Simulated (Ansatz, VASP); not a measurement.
TiO2 in VASP and in Ansatz

```xyz
6
Lattice="4.5888 0.0000 0.0000 0.0000 4.5888 0.0000 0.0000 0.0000 2.9576" Properties=species:S:1:pos:R:3 pbc="T T T"
Ti    0.0000    0.0000    0.0000
Ti    2.2944    2.2944    1.4788
O     1.3873    1.3873    0.0000
O     0.9071    3.6817    1.4788
O     3.2015    3.2015    0.0000
O     3.6817    0.9071    1.4788
```

Alike in both runs: task single point; functional PBE; k mesh 5 × 5 × 7; occupations fermi-dirac, width 0.02 eV; collinear spin; Hubbard terms Ti d U = 3.0 eV.

|  | VASP | Ansatz |
| --- | --- | --- |
| version | VASP 6.6.1 | Ansatz 0.2.0 |
| potentials or method | VASP PAW PBE potentials, release 64 (Ti_sv, O), cutoff 520 eV | PAW, plane waves, scalar-relativistic |
| valence electrons in the cell | 48 | 48 |

|  | VASP | Ansatz | Ansatz less VASP |
| --- | --- | --- | --- |
| pressure (GPa) | 11.3 | 7.6 | -3.65 |
| traceless stress, the component that is largest in VASP (GPa) | 1.69 | 1.36 | -0.329 |
| rms of the force components (eV/Å) | 0.080 | 0.124 | +0.0439 |
| net moment per atom (μB) | 0.00 | 0.00 | 0.000 |

The programs project onto different local orbitals, so the same U acts differently, and such runs can settle in different states. Atom by atom the forces differ by 0.044 eV/Å (rms over components). Ansatz's warnings: seeded moment not kept.
